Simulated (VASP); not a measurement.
# BeS in VASP: notebook

Runs on BeS. Level: HSE06. Tasks: single point.

Everything below comes from runs of VASP 6.6.1. Logs are shortened: lines on timing, memory, paths and dates and some standing lists are left out, and cuts for length are marked.

### Step 1. The cell of the first run

The structure is cubic, space group F-43m (No. 216). Conventional cell: a = 4.796 Å, b = 4.796 Å, c = 4.796 Å, α = 90.00°, β = 90.00°, γ = 90.00°. Within 2.7 Å of Be (site symmetry -43m) lie 4 S at 2.08 Å. S (site symmetry -43m) has 4 Be at 2.08 Å within 2.7 Å.

### Step 2. Single point, HSE06 (strain -1.5%)

POSCAR

```
BeS
1.0
    0.0000000000      2.3977916369      2.3977916369
    2.3977916369      0.0000000000      2.3977916369
    2.3977916369      2.3977916369      0.0000000000
Be S
1 1
Direct
    0.0000000000      0.0000000000      0.0000000000
    0.2500000000      0.2500000000      0.2500000000
```

INCAR.step1

```
  PREC = Accurate
  ENCUT = 520
  EDIFF = 1E-5
  ISMEAR = 0
  SIGMA = 0.01
  LREAL = False
  LASPH = True
  NELM = 100
  ALGO = Normal
  ISIF = 2
  LWAVE = True
  GGA = PE
  NBANDS = 11
```

INCAR.step2

```
  PREC = Accurate
  ENCUT = 520
  EDIFF = 1E-7
  ISMEAR = 0
  SIGMA = 0.01
  LREAL = False
  LASPH = True
  NELM = 100
  ALGO = Normal
  ISIF = 2
  LWAVE = False
  LCHARG = True
  GGA = PE
  LHFCALC = True
  HFSCREEN = 0.2079
  PRECFOCK = Normal
  LELF = True
  LVHAR = True
  ISTART = 1
  NBANDS = 11
```

KPOINTS

```
regular mesh
0
Gamma
  6 6 6
```

Potentials or basis: VASP PAW PBE potentials, release 64 (Be, S).

Command:

```bash
$ cat potpaw_PBE.64/Be/POTCAR potpaw_PBE.64/S/POTCAR > POTCAR
$ cp INCAR.step1 INCAR
$ mpirun -np 1 vasp_std > vasp.out
$ cp INCAR.step2 INCAR
$ mpirun -np 1 vasp_std > vasp.out
```

OUTCAR:

```text
PREC = Accurate
   ENCUT = 520
   EDIFF = 1E-7
   ISMEAR = 0
   LREAL = False
   LASPH = True
   NELM = 100
   ISIF = 2
   GGA = PE
   LHFCALC = True
   HFSCREEN = 0.2079
   PRECFOCK = Normal
   ISTART = 1

 ion  position               nearest neighbor table
   1  0.000  0.000  0.000-   2 2.08   2 2.08   2 2.08   2 2.08
   2  0.250  0.250  0.250-   1 2.08   1 2.08   1 2.08   1 2.08

  LATTYP: Found a face centered cubic cell.
 ALAT       =     4.7955832738

  Lattice vectors:

 A1 = (   0.0000000000,   2.3977916369,   2.3977916369)
 A2 = (   2.3977916369,   0.0000000000,   2.3977916369)
 A3 = (   2.3977916369,   2.3977916369,   0.0000000000)

Analysis of symmetry for initial positions (statically):
=====================================================================
 Subroutine PRICEL returns:
 Original cell was already a primitive cell.

 Routine SETGRP: Setting up the symmetry group for a
 face centered cubic supercell.

 Subroutine GETGRP returns: Found 24 space group operations
 (whereof 24 operations were pure point group operations)
 out of a pool of 48 trial point group operations.

The static configuration has the point symmetry T_d .

Analysis of symmetry for dynamics (positions and initial velocities):
=====================================================================
 Subroutine PRICEL returns:
 Original cell was already a primitive cell.

 Routine SETGRP: Setting up the symmetry group for a
 face centered cubic supercell.

 Subroutine GETGRP returns: Found 24 space group operations
 (whereof 24 operations were pure point group operations)
 out of a pool of 48 trial point group operations.

The dynamic configuration has the point symmetry T_d .

 Subroutine INISYM returns: Found 24 space group operations
 (whereof 24 operations are pure point group operations),
 and found     1 'primitive' translations

----------------------------------------------------------------------------------------

                                     Primitive cell

  volume of cell :      27.5717

  direct lattice vectors                    reciprocal lattice vectors
     0.000000000  2.397791637  2.397791637    -0.208525208  0.208525208  0.208525208
     2.397791637  0.000000000  2.397791637     0.208525208 -0.208525208  0.208525208
     2.397791637  2.397791637  0.000000000     0.208525208  0.208525208 -0.208525208

  length of vectors
     3.390989453  3.390989453  3.390989453     0.361176255  0.361176255  0.361176255

  position of ions in fractional coordinates (direct lattice)
     0.000000000  0.000000000  0.000000000
     0.250000000  0.250000000  0.250000000

  ion indices of the primitive-cell ions
   primitive index   ion index
                 1           1
                 2           2

----------------------------------------------------------------------------------------

 KPOINTS: regular mesh

Automatic generation of k-mesh.
 Grid dimensions read from file:
 generate k-points for:    6    6    6

 Generating k-lattice:

  Cartesian coordinates                     Fractional coordinates (reciprocal lattice)
    -0.034754201  0.034754201  0.034754201     0.166666667  0.000000000  0.000000000
     0.034754201 -0.034754201  0.034754201     0.000000000  0.166666667  0.000000000
     0.034754201  0.034754201 -0.034754201     0.000000000  0.000000000  0.166666667

  Length of vectors
     0.060196043  0.060196043  0.060196043

  Shift w.r.t. Gamma in fractional coordinates (k-lattice)
     0.000000000  0.000000000  0.000000000

 Subroutine IBZKPT returns following result:
 ===========================================

 Found     16 irreducible k-points:

 Following reciprocal coordinates:
            Coordinates               Weight
  0.000000  0.000000  0.000000      1.000000
  0.166667  0.000000  0.000000      8.000000
  0.333333  0.000000  0.000000      8.000000
  0.500000  0.000000  0.000000      4.000000
  0.166667  0.166667  0.000000      6.000000
  0.333333  0.166667  0.000000     24.000000
[... 8 lines left out ...]
 -0.333333  0.333333  0.166667     24.000000
 -0.333333  0.500000  0.166667     12.000000
   k-points           NKPTS =     16   k-points in BZ     NKDIM =    216   number of bands    NBANDS=     11
   number of dos      NEDOS =    301   number of ions     NIONS =      2
   total plane-waves  NPLWV =  21952
   dimension x,y,z NGX =    28 NGY =   28 NGZ =   28
   dimension x,y,z NGXF=    56 NGYF=   56 NGZF=   56
   ions per type =               1   1
   NGX,Y,Z   is equivalent  to a cutoff of  13.73, 13.73, 13.73 a.u.
   NGXF,Y,Z  is equivalent  to a cutoff of  27.45, 27.45, 27.45 a.u.
 SYSTEM =  unknown system
   PREC   = accura    normal or accurate (medium, high low for compatibility)
   ISTART =      1    job   : 0-new  1-cont  2-samecut
   ICHARG =      0    charge: 1-file 2-atom 10-const
   ISPIN  =      1    spin polarized calculation?
   LNONCOLLINEAR =      F non collinear calculations
   LSORBIT =      F    spin-orbit coupling
   LASPH  =      T    aspherical Exc in radial PAW
   ENCUT  =  520.0 eV  38.22 Ry    6.18 a.u.   6.30  6.30  6.30*2*pi/ulx,y,z
   NELM   =    100;   NELMIN=  2; NELMDL=  0     # of ELM steps
   EDIFF  = 0.1E-06   stopping-criterion for ELM
   LREAL  =      F    real-space projection
   EDIFFG = 0.1E-05   stopping-criterion for IOM
   NSW    =      0    number of steps for IOM
   IBRION =     -1    ionic relax: 0-MD 1-quasi-New 2-CG
   NFREE  =      0    steps in history (QN), initial steepest desc. (CG)
   ISIF   =      2    stress and relaxation
   ISYM   =      3    0-nonsym 1-usesym 2-fastsym
   POTIM  = 0.5000    time-step for ionic-motion
   TEBEG  =    0.0;   TEEND  =   0.0 temperature during run
   PSTRESS=    0.0 pullay stress
   NELECT =       8.0000    total number of electrons
   NUPDOWN=      -1.0000    fix difference up-down
   EMIN   =  10.00;   EMAX   =-10.00  energy-range for DOS
   EFERMI =   0.00;   METHOD = LEGACY
   ISMEAR =     0;   SIGMA  =   0.01  broadening in eV -4-tet -1-fermi 0-gaus
   EFERMI_NEDOS =   21; number of points for ismear=-14 and -15
   IALGO  =     38    algorithm
   IMIX   =      1    mixing-type and parameters
     AMIX     =   0.40;   BMIX     =  1.00
     AMIX_MAG =   1.60;   BMIX_MAG =  1.00
  volume/ion in A,a.u.               =      13.79        93.03
[... 6 lines left out ...]
   ENCUT4O =  -1.0   cutoff for four orbital integrals eV
   NKREDX  =     1    reduce k-point grid by
   NKREDY  =     1    reduce k-point grid by
   NKREDZ  =     1    reduce k-point grid by
   AEXX    =    0.2500 exact exchange contribution
   HFSCREEN=    0.2079 screening length (either q_TF or 0.3 A-1)
   HFSCREENC=   0.2079 screening length for correlation (either q_TF or 0.3 A-1)
   ENCUTFOCK=  -1.0 apply spherical cutoff to Coloumb kernel
   IVDW    =     0    specifies the selected vdW correction
   LEPSILON=     F    determine dielectric tensor
   LRPA    =     F    only Hartree local field effects (RPA)
 non-spin polarized calculation
 Gauss-broadening in eV      SIGMA  =   0.01
  energy-cutoff  :      520.00
  volume of cell :       27.57
 maximum number of plane-waves:       754
 NGX is ok and might be reduce to    28
  NGX = 20; NGY = 20; NGZ = 20

 number of electron       8.0000001 magnetization

 Free energy of the ion-electron system (eV)
  ---------------------------------------------------
  ext. energy  EPLUGINS =         0.00000000
  ---------------------------------------------------
  free energy    TOTEN  =       -11.37746126 eV

  energy without entropy =      -11.37746126  energy(sigma->0) =      -11.37746126

 E-fermi :   3.9628     XC(G=0):  -8.1980

 val. band max:        3.8790548940   @ k =   0.0000   0.0000   0.0000
 cond. band min:       7.8476028711   @ k =   0.5000   0.5000   0.0000
 fundamental gap:      3.9685479772
 Fermi energy:         3.9628000945

 k-point     1 :       0.0000    0.0000    0.0000
  band No.  band energies     occupation
      1     -11.4588      2.00000
      2       3.8791      2.00000
      3       3.8791      2.00000
      4       3.8791      2.00000
      5      10.7271      0.00000
      6      10.7271      0.00000
      7      10.7271      0.00000
      8      11.2483      0.00000
      9      18.2252      0.00000
     10      18.2252      0.00000
     11      20.4288      0.00000

 k-point     2 :       0.1667    0.0000    0.0000
  band No.  band energies     occupation
      1     -11.1005      2.00000
      2       1.7748      2.00000
      3       3.5126      2.00000
      4       3.5126      2.00000
      5      10.7146      0.00000
      6      11.3551      0.00000
      7      11.3551      0.00000
      8      13.3189      0.00000
      9      17.2002      0.00000
     10      17.2002      0.00000
     11      19.9861      0.00000

 k-point     3 :       0.3333    0.0000    0.0000
  band No.  band energies     occupation
      1     -10.1978      2.00000
      2      -1.2904      2.00000
      3       2.9391      2.00000
      4       2.9391      2.00000
      5      10.6544      0.00000
      6      11.7803      0.00000
      7      11.7803      0.00000
      8      15.9180      0.00000
      9      18.0600      0.00000
     10      18.0600      0.00000
     11      19.8021      0.00000

 k-point     4 :       0.5000    0.0000    0.0000
  band No.  band energies     occupation
      1      -9.5756      2.00000
      2      -2.7221      2.00000
      3       2.7036      2.00000
      4       2.7036      2.00000
      5      10.6170      0.00000
      6      11.6403      0.00000
      7      11.6403      0.00000
      8      16.5887      0.00000
      9      20.6364      0.00000
     10      20.6364      0.00000
     11      20.9662      0.00000

 k-point     5 :       0.1667    0.1667    0.0000
  band No.  band energies     occupation
      1     -10.9812      2.00000
      2       2.1925      2.00000
      3       2.8294      2.00000
      4       2.8294      2.00000
      5       9.9631      0.00000
      6      12.4803      0.00000
      7      12.4803      0.00000
      8      12.6265      0.00000
      9      15.6998      0.00000
     10      18.8711      0.00000
     11      21.5822      0.00000
[... 99 lines left out ...]
 k-point    13 :       0.5000    0.5000    0.0000
  band No.  band energies     occupation
      1      -8.9352      2.00000
      2      -1.8567      2.00000
      3       0.8708      2.00000
      4       0.8708      2.00000
      5       7.8476      0.00000
      6       9.8066      0.00000
      7      18.6915      0.00000
      8      18.6915      0.00000
      9      21.6122      0.00000
     10      22.1410      0.00000
     11      22.6526      0.00000

 k-point    14 :       0.5000    0.3333    0.1667
  band No.  band energies     occupation
      1      -9.5257      2.00000
      2      -1.0909      2.00000
      3       0.4811      2.00000
      4       1.7185      2.00000
      5      10.7766      0.00000
      6      12.0593      0.00000
      7      13.1839      0.00000
      8      15.8547      0.00000
      9      18.2326      0.00000
     10      20.3822      0.00000
     11      22.6443      0.00000

 k-point    15 :      -0.3333    0.3333    0.1667
  band No.  band energies     occupation
      1      -9.0688      2.00000
      2      -1.6627      2.00000
      3      -0.0319      2.00000
      4       1.1770      2.00000
      5      11.1575      0.00000
      6      12.2176      0.00000
      7      14.9660      0.00000
      8      15.6788      0.00000
      9      16.8019      0.00000
     10      21.3769      0.00000
     11      22.2208      0.00000

 k-point    16 :      -0.3333    0.5000    0.1667
  band No.  band energies     occupation
      1      -8.8851      2.00000
      2      -1.3726      2.00000
      3      -0.0105      2.00000
      4       0.2689      2.00000
      5      10.0675      0.00000
      6      11.7279      0.00000
      7      15.5405      0.00000
      8      16.0503      0.00000
      9      20.2390      0.00000
     10      20.4390      0.00000
     11      22.9490      0.00000

------------------------ aborting loop because EDIFF is reached ----------------------------------------

  FORCE on cell =-STRESS in cart. coord.  units (eV):
  Direction    XX          YY          ZZ          XY          YZ          ZX
  --------------------------------------------------------------------------------------
  -------------------------------------------------------------------------------------
  Total        0.6266798      0.6266798      0.6266798     -0.0000000      0.0000000      0.0000000
  in kB       36.4159764     36.4159764     36.4159764     -0.0000000      0.0000000      0.0000000
  external PRESSURE =      36.4159764 kB  Pullay stress =       0.0000000 kB

 VOLUME and BASIS-vectors are now :
 -----------------------------------------------------------------------------
  energy-cutoff  :      520.00
  volume of cell :       27.57
      direct lattice vectors                 reciprocal lattice vectors
     0.000000000  2.397791637  2.397791637    -0.208525208  0.208525208  0.208525208
     2.397791637  0.000000000  2.397791637     0.208525208 -0.208525208  0.208525208
     2.397791637  2.397791637  0.000000000     0.208525208  0.208525208 -0.208525208

 POSITION                                       TOTAL-FORCE (eV/Angst)
 -----------------------------------------------------------------------------------
      0.00000      0.00000      0.00000         0.000000      0.000000      0.000000
      1.19890      1.19890      1.19890        -0.000000     -0.000000     -0.000000
 -----------------------------------------------------------------------------------
    total drift:                               -0.000000     -0.000000     -0.000000

  FREE ENERGIE OF THE ION-ELECTRON SYSTEM (eV)
  ---------------------------------------------------
  free  energy   TOTEN  =       -11.3774612621 eV

  energy  without entropy=      -11.3774612621  energy(sigma->0) =      -11.37746126
```

It took 9.8 min on 1 thread of Intel Xeon Platinum 8259CL at 2.50GHz (Skylake/Cascade Lake), shared host; peak memory 0.26 GiB.

Results:

* Free energy: -11.3775 eV
* Pressure: 3.6 GPa
* Band gap on the k mesh: 3.97 eV, indirect (least direct gap 6.85 eV)

Caveat: the cell differs from its parent crystal (strain -1.5%); the PAW data sets were made with another functional, which shifts forces and pressure a little. A k mesh can miss the band edges.

### Step 3. Single point, HSE06 (strain +1.5%)

POSCAR

```
BeS
1.0
    0.0000000000      2.4708208238      2.4708208238
    2.4708208238      0.0000000000      2.4708208238
    2.4708208238      2.4708208238      0.0000000000
Be S
1 1
Direct
    0.0000000000      0.0000000000      0.0000000000
    0.2500000000      0.2500000000      0.2500000000
```

INCAR.step1

```
PREC     = Accurate       # precision mode
ENCUT    = 520            # plane-wave cutoff, eV
EDIFF    = 1E-5           # SCF threshold, eV
ISMEAR   = 0              # smearing method
SIGMA    = 0.01           # smearing width, eV
LREAL    = False          # projectors in reciprocal space
LASPH    = True           # aspherical terms in the spheres
NELM     = 80             # most SCF steps
ALGO     = Normal         # electronic algorithm
ISIF     = 2              # what is computed and relaxed
LWAVE    = True           # write WAVECAR
LCHARG   = False          # write CHGCAR
GGA      = PE             # functional
NBANDS   = 11             # bands
```

INCAR.step2

```
PREC     = Accurate       # precision mode
ENCUT    = 520            # plane-wave cutoff, eV
EDIFF    = 1E-6           # SCF threshold, eV
ISMEAR   = 0              # smearing method
SIGMA    = 0.01           # smearing width, eV
LREAL    = False          # projectors in reciprocal space
LASPH    = True           # aspherical terms in the spheres
NELM     = 80             # most SCF steps
ALGO     = Normal         # electronic algorithm
ISIF     = 2              # what is computed and relaxed
LWAVE    = False          # write WAVECAR
LCHARG   = False          # write CHGCAR
GGA      = PE             # functional
LHFCALC  = True           # exact exchange
HFSCREEN = 0.2079         # screening, 1/A
PRECFOCK = Normal       
ISTART   = 1            
NBANDS   = 11             # bands
```

KPOINTS

```
Automatic mesh
0
Gamma
  6 6 6
```

Potentials or basis: VASP PAW PBE potentials, release 64 (Be, S).

Command:

```bash
$ cat potpaw_PBE.64/Be/POTCAR potpaw_PBE.64/S/POTCAR > POTCAR
$ cp INCAR.step1 INCAR
$ mpirun -np 1 vasp_std > vasp.out
$ cp INCAR.step2 INCAR
$ mpirun -np 1 vasp_std > vasp.out
```

Wall time 7.8 min (1 thread of Intel Xeon Platinum 8259CL at 2.50GHz (Skylake/Cascade Lake), shared host); peak memory 0.26 GiB.

It converged, with:

| Item | Value |
| --- | --- |
| Free energy | -11.3625 eV |
| Pressure | -5.0 GPa |
| Band gap on the k mesh | 4.17 eV, indirect (least direct gap 6.57 eV) |

Levels at points of the mesh, in eV from the valence-band top:
```
           k point  band 1  band 2  band 3  band 4  band 5  band 6  band 7  band 8
(0.00, 0.00, 0.00)  -14.69    0.00    0.00    0.00    6.57    6.88    6.88    6.88
(0.50, 0.00, 0.00)  -13.07   -5.97   -1.04   -1.04    6.39    7.78    7.78   12.28
(0.50, 0.50, 0.00)  -12.53   -5.24   -2.67   -2.67    4.17    6.00   14.04   14.04
```

Caveat: the cell differs from its parent crystal (strain +1.5%); the PAW data sets were made with another functional, which shifts forces and pressure a little.

### Step 4. Single point, HSE06 (epitaxial xy strain -3.0%)

POSCAR

```
BeS
1.0
    0.0000000000      2.3612770434      2.4893639833
    2.3612770434      0.0000000000      2.4893639833
    2.3612770434      2.3612770434      0.0000000000
Be S
1 1
Direct
    0.0000000000      0.0000000000      0.0000000000
    0.2500000000      0.2500000000      0.2500000000
```

INCAR.step1

```
SYSTEM = BeS
PREC = Accurate ; ENCUT = 520
EDIFF = 1E-5 ; ISMEAR = 0
SIGMA = 0.01 ; LREAL = .FALSE.
LASPH = .TRUE. ; NELM = 100
ALGO = Normal ; ISIF = 2
LWAVE = .TRUE. ; LCHARG = .FALSE.
NBANDS = 11 ; GGA = PE
```

INCAR.step2

```
SYSTEM = BeS
PREC = Accurate ; ENCUT = 520
EDIFF = 1E-6 ; ISMEAR = 0
SIGMA = 0.01 ; LREAL = .FALSE.
LASPH = .TRUE. ; NELM = 100
ALGO = Normal ; ISIF = 2
LWAVE = .FALSE. ; LCHARG = .FALSE.
GGA = PE ; LHFCALC = .TRUE.
HFSCREEN = 0.2079 ; PRECFOCK = Normal
NBANDS = 11 ; ISTART = 1
```

KPOINTS

```
regular mesh
0
G
  6 6 6
  0 0 0
```

Command:

```bash
$ cat potpaw_PBE.64/Be/POTCAR potpaw_PBE.64/S/POTCAR > POTCAR
$ cp INCAR.step1 INCAR
$ mpirun -np 1 vasp_std > vasp.out
$ cp INCAR.step2 INCAR
$ mpirun -np 1 vasp_std > vasp.out
```

Run time: 13 min. Hardware: 1 thread of Intel Xeon Platinum 8259CL at 2.50GHz (Skylake/Cascade Lake), shared host; peak memory 0.26 GiB.

The run converged. Its results:

```
Free energy            : -11.3633 eV
Pressure               : 2.9 GPa
Band gap on the k mesh : 3.74 eV, indirect (least direct gap 6.74 eV)
```

Stress tensor (GPa, compression positive):
```
 4.87  0.00  0.00
 0.00  4.87  0.00
 0.00  0.00 -1.20
```

Levels at points of the mesh, in eV from the valence-band top:
| k point | band 2 | band 3 | band 4 | band 5 | band 6 | band 7 |
| --- | --- | --- | --- | --- | --- | --- |
| (0.00, 0.00, 0.00) | -0.33 | 0.00 | 0.00 | 6.74 | 6.74 | 6.80 |
| (0.50, 0.00, 0.00) | -6.66 | -1.55 | -1.00 | 6.36 | 7.64 | 7.93 |
| (0.50, 0.50, 0.00) | -6.06 | -2.77 | -2.77 | 4.19 | 6.16 | 14.63 |
| (0.50, 0.00, 0.50) | -5.67 | -3.29 | -3.18 | 3.74 | 5.67 | 14.33 |

Caveat: the cell differs from its parent crystal (epitaxial xy strain -3.0%); the PAW data sets were made with another functional, which shifts forces and pressure a little. A k mesh can miss the band edges.

### Step 5. Summary

| cell | gap on the mesh (eV) | pressure (GPa) |
| --- | --- | --- |
| a = 3.391 Å, angles 60.0°, 2 atoms | 3.97 | 3.6 |
| a = 3.494 Å, angles 60.0°, 2 atoms | 4.17 | -5.0 |
| a = 3.431, b = 3.431, c = 3.339 Å, angles 60.9, 60.9, 58.2°, 2 atoms | 3.74 | 2.9 |

Alike in all rows: task single point; level HSE06; potentials or basis VASP PAW PBE potentials, release 64 (Be, S); no spin polarisation; k mesh 6 × 6 × 6; cutoff (eV) 520; smearing gaussian 0.01 eV.

Caveats: the PAW data sets were made with another functional, which shifts forces and pressure a little.

Absolute energies hang on the potentials; compare differences alone.
